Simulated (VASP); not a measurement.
# HfC (scanat) (Fm-3m) in VASP: single point with r2SCAN

Aim: the single point of HfC (scanat) with r2SCAN.

Program: VASP 6.6.1. These are calculated values, not measurements. Logs are shortened: lines on timing, memory, paths and dates and some standing lists are left out, and cuts for length are marked.

## (1) The cell of the first run

It takes space group Fm-3m (No. 225, cubic). Conventional cell: a = 4.607 Å, b = 4.607 Å, c = 4.607 Å, α = 90.00°, β = 90.00°, γ = 90.00°. Within 3.0 Å of Hf (site symmetry m-3m) lie 6 C at 2.30 Å. Within 3.0 Å of C (site symmetry m-3m) lie 6 Hf at 2.30 Å.

## (2) Single point, r2SCAN

File POSCAR:

```
HfC
1.0
    0.0000000000      2.3035754734      2.3035754734
    2.3035754734      0.0000000000      2.3035754734
    2.3035754734      2.3035754734      0.0000000000
Hf C
1 1
Direct
    0.0000000000      0.0000000000      0.0000000000
    0.5000000000      0.5000000000      0.5000000000
```

File INCAR.step1:

```
SYSTEM = HfC
PREC = Accurate
ENCUT = 660
ISMEAR = 0
SIGMA = 0.1
LREAL = .FALSE.
LASPH = .TRUE.
NELM = 120
NBANDS = 14
GGA = PE
ALGO = Normal
EDIFF = 1E-5
LWAVE = .TRUE.
LCHARG = .FALSE.
GGA_COMPAT = .FALSE.
```

File INCAR.step2:

```
SYSTEM = HfC
PREC = Accurate
ENCUT = 660
EDIFF = 1E-6
ISMEAR = 0
SIGMA = 0.1
LREAL = .FALSE.
LASPH = .TRUE.
NELM = 120
ALGO = Normal
ISIF = 2
LWAVE = .FALSE.
LCHARG = .FALSE.
METAGGA = R2SCAN
LMIXTAU = .TRUE.
NBANDS = 14
ISTART = 1
GGA_COMPAT = .FALSE.
```

File KPOINTS:

```
regular mesh
0
G
  16 16 16
  0 0 0
```

Potentials or basis: VASP PAW PBE potentials, release 64 (Hf_pv, C).

On the command line:

```sh
$ cat potpaw_PBE.64/Hf_pv/POTCAR potpaw_PBE.64/C/POTCAR > POTCAR
$ cp INCAR.step1 INCAR
$ mpirun -np 1 vasp_std > vasp.out
$ cp INCAR.step2 INCAR
$ mpirun -np 1 vasp_std > vasp.out
```

OUTCAR:

```text
SYSTEM = HfC
   PREC = Accurate
   ENCUT = 660
   EDIFF = 1E-6
   ISMEAR = 0
   LREAL = .FALSE.
   LASPH = .TRUE.
   NELM = 120
   ISIF = 2
   METAGGA = R2SCAN
   ISTART = 1

 ion  position               nearest neighbor table
   1  0.000  0.000  0.000-   2 2.30   2 2.30   2 2.30   2 2.30   2 2.30   2 2.30
   2  0.500  0.500  0.500-   1 2.30   1 2.30   1 2.30   1 2.30   1 2.30   1 2.30

  LATTYP: Found a face centered cubic cell.
 ALAT       =     4.6071509468

  Lattice vectors:

 A1 = (   0.0000000000,   2.3035754734,   2.3035754734)
 A2 = (   2.3035754734,   0.0000000000,   2.3035754734)
 A3 = (   2.3035754734,   2.3035754734,   0.0000000000)

Analysis of symmetry for initial positions (statically):
=====================================================================
 Subroutine PRICEL returns:
 Original cell was already a primitive cell.

 Routine SETGRP: Setting up the symmetry group for a
 face centered cubic supercell.

 Subroutine GETGRP returns: Found 48 space group operations
 (whereof 48 operations were pure point group operations)
 out of a pool of 48 trial point group operations.

The static configuration has the point symmetry O_h .

Analysis of symmetry for dynamics (positions and initial velocities):
=====================================================================
 Subroutine PRICEL returns:
 Original cell was already a primitive cell.

 Routine SETGRP: Setting up the symmetry group for a
 face centered cubic supercell.

 Subroutine GETGRP returns: Found 48 space group operations
 (whereof 48 operations were pure point group operations)
 out of a pool of 48 trial point group operations.

The dynamic configuration has the point symmetry O_h .

 Subroutine INISYM returns: Found 48 space group operations
 (whereof 48 operations are pure point group operations),
 and found     1 'primitive' translations

----------------------------------------------------------------------------------------

                                     Primitive cell

  volume of cell :      24.4477

  direct lattice vectors                    reciprocal lattice vectors
     0.000000000  2.303575473  2.303575473    -0.217053882  0.217053882  0.217053882
     2.303575473  0.000000000  2.303575473     0.217053882 -0.217053882  0.217053882
     2.303575473  2.303575473  0.000000000     0.217053882  0.217053882 -0.217053882

  length of vectors
     3.257747676  3.257747676  3.257747676     0.375948352  0.375948352  0.375948352

  position of ions in fractional coordinates (direct lattice)
     0.000000000  0.000000000  0.000000000
     0.500000000  0.500000000  0.500000000

  ion indices of the primitive-cell ions
   primitive index   ion index
                 1           1
                 2           2

----------------------------------------------------------------------------------------

 KPOINTS: regular mesh

Automatic generation of k-mesh.
 Grid dimensions read from file:
 generate k-points for:   16   16   16

 Generating k-lattice:

  Cartesian coordinates                     Fractional coordinates (reciprocal lattice)
    -0.013565868  0.013565868  0.013565868     0.062500000  0.000000000  0.000000000
     0.013565868 -0.013565868  0.013565868     0.000000000  0.062500000  0.000000000
     0.013565868  0.013565868 -0.013565868     0.000000000  0.000000000  0.062500000

  Length of vectors
     0.023496772  0.023496772  0.023496772

  Shift w.r.t. Gamma in fractional coordinates (k-lattice)
     0.000000000  0.000000000  0.000000000

 Subroutine IBZKPT returns following result:
 ===========================================

 Found    145 irreducible k-points:

 Following reciprocal coordinates:
            Coordinates               Weight
  0.000000  0.000000  0.000000      1.000000
  0.062500  0.000000  0.000000      8.000000
  0.125000  0.000000  0.000000      8.000000
  0.187500  0.000000  0.000000      8.000000
  0.250000  0.000000  0.000000      8.000000
  0.312500  0.000000  0.000000      8.000000
[... 16 lines left out ...]
 -0.125000  0.062500  0.000000     24.000000
 -0.062500  0.062500  0.000000     12.000000
 [... further k-points ...]
   k-points           NKPTS =    145   k-points in BZ     NKDIM =    145   number of bands    NBANDS=     14
   number of dos      NEDOS =    301   number of ions     NIONS =      2
   total plane-waves  NPLWV =  21952
   dimension x,y,z NGX =    28 NGY =   28 NGZ =   28
   dimension x,y,z NGXF=    56 NGYF=   56 NGZF=   56
   ions per type =               1   1
   NGX,Y,Z   is equivalent  to a cutoff of  14.29, 14.29, 14.29 a.u.
   NGXF,Y,Z  is equivalent  to a cutoff of  28.58, 28.58, 28.58 a.u.
 SYSTEM =  HfC
   PREC   = accura    normal or accurate (medium, high low for compatibility)
   ISTART =      1    job   : 0-new  1-cont  2-samecut
   ICHARG =      0    charge: 1-file 2-atom 10-const
   ISPIN  =      1    spin polarized calculation?
   LNONCOLLINEAR =      F non collinear calculations
   LSORBIT =      F    spin-orbit coupling
   LASPH  =      T    aspherical Exc in radial PAW
   ENCUT  =  660.0 eV  48.51 Ry    6.96 a.u.   6.82  6.82  6.82*2*pi/ulx,y,z
   NELM   =    120;   NELMIN=  2; NELMDL=  0     # of ELM steps
   EDIFF  = 0.1E-05   stopping-criterion for ELM
   LREAL  =      F    real-space projection
   EDIFFG = 0.1E-04   stopping-criterion for IOM
   NSW    =      0    number of steps for IOM
   IBRION =     -1    ionic relax: 0-MD 1-quasi-New 2-CG
   NFREE  =      0    steps in history (QN), initial steepest desc. (CG)
   ISIF   =      2    stress and relaxation
   ISYM   =      2    0-nonsym 1-usesym 2-fastsym
   POTIM  = 0.5000    time-step for ionic-motion
   TEBEG  =    0.0;   TEEND  =   0.0 temperature during run
   PSTRESS=    0.0 pullay stress
   NELECT =      14.0000    total number of electrons
   NUPDOWN=      -1.0000    fix difference up-down
   EMIN   =  10.00;   EMAX   =-10.00  energy-range for DOS
   EFERMI =   0.00;   METHOD = LEGACY
   ISMEAR =     0;   SIGMA  =   0.10  broadening in eV -4-tet -1-fermi 0-gaus
   EFERMI_NEDOS =   21; number of points for ismear=-14 and -15
   IALGO  =     38    algorithm
   IMIX   =      4    mixing-type and parameters
     AMIX     =   0.40;   BMIX     =  1.00
     AMIX_MAG =   1.60;   BMIX_MAG =  1.00
  volume/ion in A,a.u.               =      12.22        82.49
  Fermi-wavevector in a.u.,A,eV,Ry     =   1.359477  2.569038 25.145969  1.848177
  Thomas-Fermi vector in A             =   2.486221
   LORBIT       =      0    0 simple, 1 ext, 2 COOP (PROOUT), +10 PAW based schemes
   METAGGA = R2SCAN    functional components
   LHFCALC =     F    Hartree Fock is set to
   AEXX    =    0.0000 exact exchange contribution
   IVDW    =     0    specifies the selected vdW correction
   LEPSILON=     F    determine dielectric tensor
   LRPA    =     F    only Hartree local field effects (RPA)
 non-spin polarized calculation
 Gauss-broadening in eV      SIGMA  =   0.10
  energy-cutoff  :      660.00
  volume of cell :       24.45
 maximum number of plane-waves:       960
   NGX = 13   NGY = 13   NGZ = 13

 number of electron      13.9999999 magnetization

 Free energy of the ion-electron system (eV)
  ---------------------------------------------------
  ext. energy  EPLUGINS =         0.00000000
  ---------------------------------------------------
  free energy    TOTEN  =       -57.33952784 eV

  energy without entropy =      -57.33774293  energy(sigma->0) =      -57.33863539

 E-fermi :   6.0944     XC(G=0): -13.2568

 val. band max:        6.0937437037   @ k =   0.1250   0.1250   0.0000
 cond. band min:       6.1017322501   @ k =   0.5000   0.4375   0.0000
 fundamental gap:      0.0079885464
 Fermi energy:         6.0943929829

 k-point     1 :       0.0000    0.0000    0.0000
  band No.  band energies     occupation
      1     -24.5051      2.00000
      2     -24.5051      2.00000
      3     -24.5051      2.00000
      4      -7.0707      2.00000
      5       7.1276      0.00000
      6       7.1276      0.00000
      7       7.1276      0.00000
      8       7.7524      0.00000
      9       7.7524      0.00000
     10       7.7524      0.00000
     11       9.7399      0.00000
     12       9.7399      0.00000
     13      13.9181      0.00000
     14      17.9543      0.00000

 k-point     2 :       0.0625    0.0000    0.0000
  band No.  band energies     occupation
      1     -24.5364      2.00000
      2     -24.5079      2.00000
      3     -24.5079      2.00000
      4      -6.9658      2.00000
      5       6.3963      0.00002
      6       6.6022      0.00000
      7       6.6022      0.00000
      8       7.9663      0.00000
      9       7.9663      0.00000
     10       8.2299      0.00000
     11      10.2710      0.00000
     12      10.2710      0.00000
     13      14.1510      0.00000
     14      18.2480      0.00000

 k-point     3 :       0.1250    0.0000    0.0000
  band No.  band energies     occupation
      1     -24.6244      2.00000
      2     -24.5158      2.00000
      3     -24.5158      2.00000
      4      -6.6601      2.00000
      5       5.2746      2.00000
      6       5.7412      2.00000
      7       5.7412      2.00000
      8       8.3274      0.00000
      9       8.3274      0.00000
     10       8.6961      0.00000
     11      11.4195      0.00000
     12      11.4195      0.00000
     13      14.7597      0.00000
     14      19.0257      0.00000

 k-point     4 :       0.1875    0.0000    0.0000
  band No.  band energies     occupation
      1     -24.7532      2.00000
      2     -24.5276      2.00000
      3     -24.5276      2.00000
      4      -6.1789      2.00000
      5       4.0827      2.00000
      6       4.9097      2.00000
      7       4.9097      2.00000
      8       8.8383      0.00000
      9       8.8383      0.00000
     10       9.0639      0.00000
     11      12.7849      0.00000
     12      12.7849      0.00000
     13      15.5247      0.00000
     14      19.0257      0.00000

 k-point     5 :       0.2500    0.0000    0.0000
  band No.  band energies     occupation
      1     -24.9010      2.00000
      2     -24.5415      2.00000
      3     -24.5415      2.00000
      4      -5.5597      2.00000
      5       2.9069      2.00000
      6       4.1914      2.00000
      7       4.1914      2.00000
      8       9.4661      0.00000
      9       9.4986      0.00000
     10       9.4986      0.00000
     11      14.2210      0.00000
[... 276 lines left out ...]
 k-point    22 :      -0.1875    0.0625    0.0000
  band No.  band energies     occupation
      1     -24.8066      2.00000
      2     -24.5625      2.00000
      3     -24.5218      2.00000
      4      -5.9160      2.00000
      5       3.5308      2.00000
      6       4.4160      2.00000
      7       4.7972      2.00000
      8       8.7286      0.00000
      9       9.1350      0.00000
     10       9.8148      0.00000
     11      12.4241      0.00000
     12      14.0700      0.00000
     13      15.9775      0.00000
     14      19.0257      0.00000

 k-point    23 :      -0.1250    0.0625    0.0000
  band No.  band energies     occupation
      1     -24.6753      2.00000
      2     -24.5442      2.00000
      3     -24.5116      2.00000
      4      -6.4355      2.00000
      5       4.6459      2.00000
      6       5.1561      2.00000
      7       5.5055      2.00000
      8       8.2244      0.00000
      9       8.8601      0.00000
     10       9.1848      0.00000
     11      11.2082      0.00000
     12      12.6518      0.00000
     13      15.2323      0.00000
     14      19.0257      0.00000

 k-point    24 :      -0.0625    0.0625    0.0000
  band No.  band energies     occupation
      1     -24.5795      2.00000
      2     -24.5251      2.00000
      3     -24.5067      2.00000
      4      -6.7954      2.00000
      5       5.6890      2.00000
      6       5.9641      1.93465
      7       6.1759      0.24887
      8       7.9241      0.00000
      9       8.5450      0.00000
     10       8.5969      0.00000
     11      10.3882      0.00000
     12      11.3385      0.00000
     13      14.5321      0.00000
     14      18.7135      0.00000

 [... further k-points ...]
[... 5 lines left out ...]
  --------------------------------------------------------------------------------------
  -------------------------------------------------------------------------------------
  Total        0.6744532      0.6744532      0.6744532      0.0000000      0.0000000     -0.0000000
  in kB       44.2002865     44.2002865     44.2002865      0.0000000      0.0000000     -0.0000000
  external PRESSURE =      44.2002865 kB  Pullay stress =       0.0000000 kB

 VOLUME and BASIS-vectors are now :
 -----------------------------------------------------------------------------
  energy-cutoff  :      660.00
  volume of cell :       24.45
      direct lattice vectors                 reciprocal lattice vectors
     0.000000000  2.303575473  2.303575473    -0.217053882  0.217053882  0.217053882
     2.303575473  0.000000000  2.303575473     0.217053882 -0.217053882  0.217053882
     2.303575473  2.303575473  0.000000000     0.217053882  0.217053882 -0.217053882

 POSITION                                       TOTAL-FORCE (eV/Angst)
 -----------------------------------------------------------------------------------
      0.00000      0.00000      0.00000         0.000000      0.000000     -0.000000
      2.30358      2.30358      2.30358         0.000000      0.000000      0.000000
 -----------------------------------------------------------------------------------
    total drift:                                0.000000      0.000000      0.000000

  FREE ENERGIE OF THE ION-ELECTRON SYSTEM (eV)
  ---------------------------------------------------
  free  energy   TOTEN  =       -57.3395278434 eV

  energy  without entropy=      -57.3377429277  energy(sigma->0) =      -57.33863539
```

It took 3.3 min on 1 thread of Intel Xeon Platinum 8375C at 2.90GHz (Ice Lake), shared host; peak memory 0.22 GiB.

Results:

* Free energy: -57.3395 eV
* Pressure: 4.4 GPa
* Band gap on the k mesh: zero (band 7 reaches 7.13 eV, above the bottom of band 8 at 5.67 eV)

Caveat: the PAW data sets were made with another functional, which shifts forces and pressure a little; spin-orbit coupling is left out, which moves the levels of the heavy elements.
